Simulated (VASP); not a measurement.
# SmTa3Cl2 (C2/m) in VASP: notebook

Runs on SmTa3Cl2. Level: PBE. Tasks: single point.

Everything below comes from runs of VASP 6.6.1. Logs are shortened: lines on timing, memory, paths and dates and some standing lists are left out, and cuts for length are marked.

### 1 The cell of the first run

It takes space group C2/m (No. 12, monoclinic). Conventional cell: a = 9.126 Å, b = 3.238 Å, c = 8.639 Å, α = 90.00°, β = 90.13°, γ = 90.00°. Sm (site symmetry 2/m) has 6 Cl at 2.84 to 2.86 Å and 2 Sm at 3.24 Å within 3.7 Å. Ta (site symmetry m) has 2 Cl at 2.57 Å and 7 Ta at 2.81 to 3.24 Å within 3.4 Å. Ta (site symmetry 2/m) has 8 Ta at 2.81 to 3.24 Å within 3.7 Å. Within 3.4 Å of Cl (site symmetry m) lie 2 Ta at 2.57 Å and 3 Sm at 2.84 to 2.86 Å and 4 Cl at 3.02 to 3.24 Å.

The cell was built from a structure type or drawn by symmetry, and may not be a known phase.

### 2 Single point, PBE

Input file INCAR:

```
PREC = Accurate
ENCUT = 500
EDIFF = 1E-6
ISMEAR = 0
SIGMA = 0.1
LREAL = F
LASPH = T
NELM = 200
ALGO = Normal
ISIF = 2
LWAVE = F
LCHARG = T
GGA = PE
LELF = T
LVHAR = T
NBANDS = 38
GGA_COMPAT = F
LMAXMIX = 6
```

Input file KPOINTS:

```
Automatic mesh
0
Gamma
  6 6 2
```

Input file POSCAR:

```
SmTa3Cl2
1.0
    4.5627992734     -1.6191014805      0.0000000000
    4.5627992734      1.6191014805      0.0000000000
   -0.0196289224      0.0000000000      8.6390476415
Sm Ta Cl
1 3 2
Direct
    0.0000000000      0.0000000000      0.0000000000
    0.7206459349      0.7206459349      0.6348682132
    0.2793540651      0.2793540651      0.3651317868
    0.0000000000      0.0000000000      0.5000000000
    0.7173966850      0.7173966850      0.1432701294
    0.2826033150      0.2826033150      0.8567298706
```

Potentials or basis: VASP PAW PBE potentials, release 64 (Sm_3, Ta_pv, Cl), 4f in core.

Run with:

```console
> cat potpaw_PBE.64/Sm_3/POTCAR potpaw_PBE.64/Ta_pv/POTCAR potpaw_PBE.64/Cl/POTCAR > POTCAR
> mpirun -np 1 vasp_std > vasp.out
```

OUTCAR:

```text
PREC = Accurate
   ENCUT = 500
   EDIFF = 1E-6
   ISMEAR = 0
   LREAL = F
   LASPH = T
   NELM = 200
   ISIF = 2
   GGA = PE

 ion  position               nearest neighbor table
   1  0.000  0.000  0.000-   5 2.84   5 2.84   6 2.84   6 2.84   5 2.86   6 2.86
   2  0.721  0.721  0.635-   6 2.57   6 2.57   4 2.81   4 2.83   4 2.83   3 2.89   3 2.89
   3  0.279  0.279  0.365-   5 2.57   5 2.57   4 2.81   4 2.83   4 2.83   2 2.89   2 2.89
   4  0.000  0.000  0.500-   2 2.81   3 2.81   2 2.83   2 2.83   3 2.83   3 2.83
   5  0.717  0.717  0.143-   3 2.57   3 2.57   1 2.84   1 2.84   1 2.86
   6  0.283  0.283  0.857-   2 2.57   2 2.57   1 2.84   1 2.84   1 2.86

  LATTYP: Found a base centered monoclinic cell.
 ALAT       =     9.1255985468
 B/A-ratio  =     0.3548482814
 C/A-ratio  =     0.9466852938
 COS(beta)  =    -0.0022721106

  Lattice vectors:

 A1 = (   4.5627992734,  -1.6191014805,   0.0000000000)
 A2 = (   4.5627992734,   1.6191014805,   0.0000000000)
 A3 = (  -0.0196289224,   0.0000000000,   8.6390476415)

Analysis of symmetry for initial positions (statically):
=====================================================================
 Subroutine PRICEL returns:
 Original cell was already a primitive cell.

 Routine SETGRP: Setting up the symmetry group for a
 base centered monoclinic supercell.

 Subroutine GETGRP returns: Found  4 space group operations
 (whereof  4 operations were pure point group operations)
 out of a pool of  4 trial point group operations.

The static configuration has the point symmetry C_2h.

Analysis of symmetry for dynamics (positions and initial velocities):
=====================================================================
 Subroutine PRICEL returns:
 Original cell was already a primitive cell.

 Routine SETGRP: Setting up the symmetry group for a
 base centered monoclinic supercell.

 Subroutine GETGRP returns: Found  4 space group operations
 (whereof  4 operations were pure point group operations)
 out of a pool of  4 trial point group operations.

The dynamic configuration has the point symmetry C_2h.

 Subroutine INISYM returns: Found  4 space group operations
 (whereof  4 operations are pure point group operations),
 and found     1 'primitive' translations

----------------------------------------------------------------------------------------

                                     Primitive cell

  volume of cell :     127.6443

  direct lattice vectors                    reciprocal lattice vectors
     4.562799273 -1.619101480  0.000000000     0.109581853 -0.308813256  0.000248983
     4.562799273  1.619101480  0.000000000     0.109581853  0.308813256  0.000248983
    -0.019628922  0.000000000  8.639047641     0.000000000  0.000000000  0.115753500

  length of vectors
     4.841552108  4.841552108  8.639069941     0.327679526  0.327679526  0.115753500

  position of ions in fractional coordinates (direct lattice)
     0.000000000  0.000000000  0.000000000
     0.720645935  0.720645935  0.634868213
     0.279354065  0.279354065  0.365131787
     0.000000000  0.000000000  0.500000000
     0.717396685  0.717396685  0.143270129
     0.282603315  0.282603315  0.856729871

  ion indices of the primitive-cell ions
   primitive index   ion index
                 1           1
                 2           2
                 3           3
                 4           4
                 5           5
                 6           6

----------------------------------------------------------------------------------------

 KPOINTS: Automatic mesh

Automatic generation of k-mesh.
 Grid dimensions read from file:
 generate k-points for:    6    6    2

 Generating k-lattice:

  Cartesian coordinates                     Fractional coordinates (reciprocal lattice)
     0.018263642 -0.051468876  0.000041497     0.166666667  0.000000000  0.000000000
     0.018263642  0.051468876  0.000041497     0.000000000  0.166666667  0.000000000
     0.000000000  0.000000000  0.057876750     0.000000000  0.000000000  0.500000000

  Length of vectors
     0.054613254  0.054613254  0.057876750

  Shift w.r.t. Gamma in fractional coordinates (k-lattice)
     0.000000000  0.000000000  0.000000000

 Subroutine IBZKPT returns following result:
 ===========================================

 Found     26 irreducible k-points:

 Following reciprocal coordinates:
            Coordinates               Weight
  0.000000  0.000000  0.000000      1.000000
  0.166667  0.000000 -0.000000      4.000000
  0.333333  0.000000  0.000000      4.000000
  0.500000  0.000000  0.000000      2.000000
  0.166667  0.166667 -0.000000      2.000000
  0.333333  0.166667  0.000000      4.000000
[... 16 lines left out ...]
  0.333333  0.333333  0.500000      2.000000
  0.500000  0.333333  0.500000      4.000000
 [... further k-points ...]
   k-points           NKPTS =     26   k-points in BZ     NKDIM =     26   number of bands    NBANDS=     38
   number of dos      NEDOS =    301   number of ions     NIONS =      6
   total plane-waves  NPLWV =  82944
   dimension x,y,z NGX =    36 NGY =   36 NGZ =   64
   dimension x,y,z NGXF=    72 NGYF=   72 NGZF=  128
   ions per type =               1   3   2
   NGX,Y,Z   is equivalent  to a cutoff of  12.36, 12.36, 12.32 a.u.
   NGXF,Y,Z  is equivalent  to a cutoff of  24.72, 24.72, 24.63 a.u.
 SYSTEM =  unknown system
   PREC   = accura    normal or accurate (medium, high low for compatibility)
   ISTART =      0    job   : 0-new  1-cont  2-samecut
   ICHARG =      2    charge: 1-file 2-atom 10-const
   ISPIN  =      1    spin polarized calculation?
   LNONCOLLINEAR =      F non collinear calculations
   LSORBIT =      F    spin-orbit coupling
   LASPH  =      T    aspherical Exc in radial PAW
   ENCUT  =  500.0 eV  36.75 Ry    6.06 a.u.   8.83  8.83 15.75*2*pi/ulx,y,z
   NELM   =    200;   NELMIN=  2; NELMDL= -5     # of ELM steps
   EDIFF  = 0.1E-05   stopping-criterion for ELM
   LREAL  =      F    real-space projection
   EDIFFG = 0.1E-04   stopping-criterion for IOM
   NSW    =      0    number of steps for IOM
   IBRION =     -1    ionic relax: 0-MD 1-quasi-New 2-CG
   NFREE  =      0    steps in history (QN), initial steepest desc. (CG)
   ISIF   =      2    stress and relaxation
   ISYM   =      2    0-nonsym 1-usesym 2-fastsym
   POTIM  = 0.5000    time-step for ionic-motion
   TEBEG  =    0.0;   TEEND  =   0.0 temperature during run
   PSTRESS=    0.0 pullay stress
   NELECT =      58.0000    total number of electrons
   NUPDOWN=      -1.0000    fix difference up-down
   EMIN   =  10.00;   EMAX   =-10.00  energy-range for DOS
   EFERMI =   0.00;   METHOD = LEGACY
   ISMEAR =     0;   SIGMA  =   0.10  broadening in eV -4-tet -1-fermi 0-gaus
   EFERMI_NEDOS =   21; number of points for ismear=-14 and -15
   IALGO  =     38    algorithm
   IMIX   =      4    mixing-type and parameters
     AMIX     =   0.40;   BMIX     =  1.00
     AMIX_MAG =   1.60;   BMIX_MAG =  1.00
  volume/ion in A,a.u.               =      21.27       143.56
  Fermi-wavevector in a.u.,A,eV,Ry     =   1.258588  2.378387 21.552238  1.584045
  Thomas-Fermi vector in A             =   2.392190
   LORBIT       =      0    0 simple, 1 ext, 2 COOP (PROOUT), +10 PAW based schemes
   GGA     = PE    functional components
   LHFCALC =     F    Hartree Fock is set to
   AEXX    =    0.0000 exact exchange contribution
   IVDW    =     0    specifies the selected vdW correction
   LEPSILON=     F    determine dielectric tensor
   LRPA    =     F    only Hartree local field effects (RPA)
 non-spin polarized calculation
 Gauss-broadening in eV      SIGMA  =   0.10
  energy-cutoff  :      500.00
  volume of cell :      127.64
 maximum number of plane-waves:      3274
   NGX = 17   NGY = 17   NGZ = 31

 number of electron      57.9999998 magnetization

 Free energy of the ion-electron system (eV)
  ---------------------------------------------------
  ext. energy  EPLUGINS =         0.00000000
  ---------------------------------------------------
  free energy    TOTEN  =       -44.78919341 eV

  energy without entropy =      -44.77017038  energy(sigma->0) =      -44.77968189

 E-fermi :   5.5768     XC(G=0): -10.9593

 val. band max:        5.5678066936   @ k =   0.1667   0.0000  -0.0000
 cond. band min:       5.5924858355   @ k =   0.1667   0.1667   0.5000
 fundamental gap:      0.0246791419
 Fermi energy:         5.5768320736

 k-point     1 :       0.0000    0.0000    0.0000
  band No.  band energies     occupation
      1     -36.2112      2.00000
      2     -29.3974      2.00000
      3     -29.3227      2.00000
      4     -29.0883      2.00000
      5     -28.9448      2.00000
      6     -28.9444      2.00000
[... 30 lines left out ...]
     37       8.6186      0.00000
     38       8.6799      0.00000

 k-point     2 :       0.1667    0.0000   -0.0000
  band No.  band energies     occupation
      1     -36.1819      2.00000
      2     -29.3980      2.00000
      3     -29.2740      2.00000
      4     -29.1928      2.00000
      5     -29.0247      2.00000
      6     -28.9518      2.00000
[... 30 lines left out ...]
     37       8.4231      0.00000
     38       8.6866      0.00000

 k-point     3 :       0.3333    0.0000    0.0000
  band No.  band energies     occupation
      1     -36.1227      2.00000
      2     -29.4345      2.00000
      3     -29.3478      2.00000
      4     -29.1960      2.00000
      5     -29.0803      2.00000
      6     -29.0031      2.00000
[... 30 lines left out ...]
     37       8.4119      0.00000
     38       8.7959      0.00000

 k-point     4 :       0.5000    0.0000    0.0000
  band No.  band energies     occupation
      1     -36.0928      2.00000
      2     -29.4885      2.00000
      3     -29.3882      2.00000
      4     -29.2096      2.00000
      5     -29.0535      2.00000
      6     -29.0238      2.00000
[... 30 lines left out ...]
     37       9.1886      0.00000
     38       9.2634      0.00000
[... 703 lines left out ...]
      4     -29.1622      2.00000
      5     -29.1261      2.00000
      6     -28.9699      2.00000
[... 30 lines left out ...]
     37       8.3689      0.00000
     38       8.7468      0.00000

 k-point    23 :       0.3333    0.3333    0.5000
  band No.  band energies     occupation
      1     -36.2091      2.00000
      2     -29.4789      2.00000
      3     -29.1340      2.00000
      4     -29.1204      2.00000
      5     -29.0767      2.00000
      6     -28.9273      2.00000
[... 30 lines left out ...]
     37       8.5730      0.00000
     38       8.7701      0.00000

 k-point    24 :       0.5000    0.3333    0.5000
  band No.  band energies     occupation
      1     -36.1799      2.00000
      2     -29.4696      2.00000
      3     -29.2348      2.00000
      4     -29.0878      2.00000
      5     -29.0759      2.00000
      6     -28.9927      2.00000
[... 30 lines left out ...]
     37       8.1230      0.00000
     38       8.4298      0.00000

 [... further k-points ...]

------------------------ aborting loop because EDIFF is reached ----------------------------------------

  FORCE on cell =-STRESS in cart. coord.  units (eV):
  Direction    XX          YY          ZZ          XY          YZ          ZX
  --------------------------------------------------------------------------------------
  -------------------------------------------------------------------------------------
  Total        0.7246160      0.7574312      1.4428571      0.0000000      0.0000000      1.2285553
  in kB        9.0953037      9.5071962     18.1105898      0.0000000      0.0000000     15.4206971
  external PRESSURE =      12.2376965 kB  Pullay stress =       0.0000000 kB

 VOLUME and BASIS-vectors are now :
 -----------------------------------------------------------------------------
  energy-cutoff  :      500.00
  volume of cell :      127.64
      direct lattice vectors                 reciprocal lattice vectors
     4.562799273 -1.619101480  0.000000000     0.109581853 -0.308813256  0.000248983
     4.562799273  1.619101480  0.000000000     0.109581853  0.308813256  0.000248983
    -0.019628922  0.000000000  8.639047641     0.000000000  0.000000000  0.115753500

 POSITION                                       TOTAL-FORCE (eV/Angst)
 -----------------------------------------------------------------------------------
      0.00000      0.00000      0.00000        -0.000000      0.000000     -0.000000
      6.56386      0.00000      5.48466        -0.155175      0.000000      0.202300
      2.54211      0.00000      3.15439         0.155175      0.000000     -0.202300
     -0.00981      0.00000      4.31952        -0.000000      0.000000     -0.000000
      6.54386      0.00000      1.23772         0.117764      0.000000      0.002301
      2.56211      0.00000      7.40133        -0.117764      0.000000     -0.002301
 -----------------------------------------------------------------------------------
    total drift:                               -0.000000      0.000000      0.000000

  FREE ENERGIE OF THE ION-ELECTRON SYSTEM (eV)
  ---------------------------------------------------
  free  energy   TOTEN  =       -44.7891934083 eV

  energy  without entropy=      -44.7701703760  energy(sigma->0) =      -44.77968189
```

Wall time 3.4 min (1 thread of Intel Xeon 6975P-C (Granite Rapids), shared host); peak memory 0.31 GiB.

What came out:

- Free energy: -44.7892 eV
- Pressure: 1.2 GPa
- Largest force: 0.255 eV/Å
- Band gap on the k mesh: zero (bands 29 and 30 overlap by 0.41 eV)

Forces in eV/Å, atoms in the order of the input:
```
Sm   0.000  0.000  0.000
Ta  -0.155  0.000  0.202
Ta   0.155  0.000 -0.202
Ta   0.000  0.000  0.000
Cl   0.118  0.000  0.002
Cl  -0.118  0.000 -0.002
```

Caveat: the k points lie up to 0.36 Å⁻¹ apart; spin-orbit coupling is left out, which moves the levels of the heavy elements; the 4f electrons are frozen in the core, so they carry no moment and show no levels; the run has no spin polarisation, though such a crystal can be magnetic. Spin polarisation is off, so any magnetic state and its effect on volume and gap are missing.

### 3 Single point, PBE

This run uses another cell than the first one, of 21.33 Å³/atom.

Input file INCAR:

```
SYSTEM = SmTa3Cl2
ALGO = Normal
EDIFF = 1E-6
ENCUT = 500
GGA = PE
GGA_COMPAT = .False.
ISIF = 2
ISMEAR = 0
LASPH = .True.
LCHARG = .False.
LMAXMIX = 6
LREAL = .False.
LWAVE = .False.
NBANDS = 38
NELM = 200
PREC = Accurate
SIGMA = 0.1
```

Input file KPOINTS:

```
k-points
0
Gamma
  6 6 2
  0 0 0
```

Input file POSCAR:

```
SmTa3Cl2
1.0
    4.5720534740     -1.6126659991      0.1067729321
    4.5720534740      1.6126659991      0.1067729321
    0.1824914738      0.0000000000      8.6810011446
Sm Ta Cl
1 3 2
Direct
    0.0000000000      0.0000000000      0.0000000000
    0.7148496913      0.7148496913      0.6371255066
    0.2851503087      0.2851503087      0.3628744934
    0.0000000000      0.0000000000      0.5000000000
    0.7180724271      0.7180724271      0.1451733219
    0.2819275729      0.2819275729      0.8548266781
```

Potentials or basis: VASP PAW PBE potentials, release 64 (Sm_3, Ta_pv, Cl), 4f in core.

Run with:

```console
> cat potpaw_PBE.64/Sm_3/POTCAR potpaw_PBE.64/Ta_pv/POTCAR potpaw_PBE.64/Cl/POTCAR > POTCAR
> mpirun -np 1 vasp_std > vasp.out
```

Wall time 2.2 min (1 thread of Intel Xeon 6975P-C (Granite Rapids), shared host); peak memory 0.32 GiB.

It converged, with:

| Quantity | Value |
| --- | --- |
| Free energy | -44.8342 eV |
| Pressure | 0.1 GPa |
| Largest force | 0.038 eV/Å |
| Band gap on the k mesh | zero (bands 29 and 30 overlap by 0.32 eV) |

Forces in eV/Å, atoms in the order of the input:
```
Sm   0.000  0.000  0.000
Ta  -0.002  0.000 -0.038
Ta   0.002  0.000  0.038
Ta   0.000  0.000  0.000
Cl  -0.003  0.000 -0.002
Cl   0.003  0.000  0.002
```

Stress tensor (GPa, compression positive):
```
-0.03  0.00  0.09
 0.00  0.17  0.00
 0.09  0.00  0.03
```

Levels at points of the mesh, in eV from the Fermi level:
| k point | band 26 | band 27 | band 28 | band 29 | band 30 | band 31 | band 32 | band 33 |
| --- | --- | --- | --- | --- | --- | --- | --- | --- |
| (0.00, 0.00, 0.00) | -1.58 | -1.01 | -0.78 | -0.40 | 0.12 | 0.53 | 0.59 | 1.47 |
| (0.50, 0.00, 0.00) | -1.42 | -0.94 | -0.67 | -0.07 | 0.02 | 1.11 | 1.54 | 1.56 |
| (0.50, 0.50, 0.00) | -1.26 | -0.98 | -0.40 | -0.20 | 0.41 | 0.52 | 0.53 | 0.98 |
| (0.00, 0.00, 0.50) | -1.21 | -1.13 | -0.82 | -0.22 | -0.16 | 0.57 | 0.78 | 1.12 |
| (0.50, 0.00, 0.50) | -1.54 | -0.97 | -0.31 | -0.19 | -0.16 | 0.69 | 1.72 | 2.00 |
| (0.50, 0.50, 0.50) | -1.35 | -0.96 | -0.58 | -0.43 | 0.29 | 0.47 | 0.57 | 1.31 |

Caveat: the k points lie up to 0.36 Å⁻¹ apart; spin-orbit coupling is left out, which moves the levels of the heavy elements; the 4f electrons are frozen in the core, so they carry no moment and show no levels; the run has no spin polarisation, though such a crystal can be magnetic.
